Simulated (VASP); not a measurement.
Here is a VASP 6.6.1 calculation.

The input POSCAR:

```
CdF2
1.0
    0.0000000000      2.7222408726      2.7222408726
    2.7222408726      0.0000000000      2.7222408726
    2.7222408726      2.7222408726      0.0000000000
Cd F
1 2
Direct
    0.0000000000      0.0000000000      0.0000000000
    0.2500000000      0.2500000000      0.2500000000
    0.7500000000      0.7500000000      0.7500000000
```

Contents of INCAR.step1:

```
SYSTEM = CdF2
PREC     = Accurate       ! precision mode
ENCUT    = 520            ! plane-wave cutoff, eV
EDIFF    = 1E-6           ! SCF threshold, eV
ISMEAR   = 0              ! smearing method
SIGMA    = 0.02           ! smearing width, eV
LREAL    = .False.        ! projectors in reciprocal space
LASPH    = .True.         ! aspherical terms in the spheres
NELM     = 100            ! most SCF steps
ALGO     = Normal         ! electronic algorithm
ISIF     = 2              ! what is computed and relaxed
LWAVE    = .False.        ! write WAVECAR
LCHARG   = .True.         ! write CHGCAR
GGA      = PE             ! functional
IVDW     = 12             ! dispersion correction
NBANDS   = 20             ! bands
```

The input KPOINTS.step1:

```
Automatic mesh
0
Gamma
  8 8 8
  0 0 0
```

File INCAR.step2:

```
SYSTEM = CdF2
PREC     = Accurate       ! precision mode
ENCUT    = 520            ! plane-wave cutoff, eV
EDIFF    = 1E-6           ! SCF threshold, eV
ISMEAR   = -5             ! smearing method
SIGMA    = 0.02           ! smearing width, eV
LREAL    = .False.        ! projectors in reciprocal space
LASPH    = .True.         ! aspherical terms in the spheres
NELM     = 100            ! most SCF steps
ALGO     = Normal         ! electronic algorithm
ISIF     = 2              ! what is computed and relaxed
LWAVE    = .False.        ! write WAVECAR
LCHARG   = .False.        ! write CHGCAR
GGA      = PE             ! functional
IVDW     = 12             ! dispersion correction
LORBIT   = 10             ! projections on sites
NEDOS    = 2001           ! points of the DOS
ICHARG   = 11             ! starting density
```

KPOINTS.step2

```
Automatic mesh
0
Gamma
  12 12 12
  0 0 0
```

Potentials or basis: VASP PAW PBE potentials, release 64 (Cd, F).

Run with:

```bash
$ cat potpaw_PBE.64/Cd/POTCAR potpaw_PBE.64/F/POTCAR > POTCAR
$ cp INCAR.step1 INCAR
$ cp KPOINTS.step1 KPOINTS
$ mpirun -np 1 vasp_std > vasp.out
$ cp INCAR.step2 INCAR
$ cp KPOINTS.step2 KPOINTS
$ mpirun -np 1 vasp_std > vasp.out
```

Task: What does it give for the dispersion energy per atom?

Result: -0.162 eV.
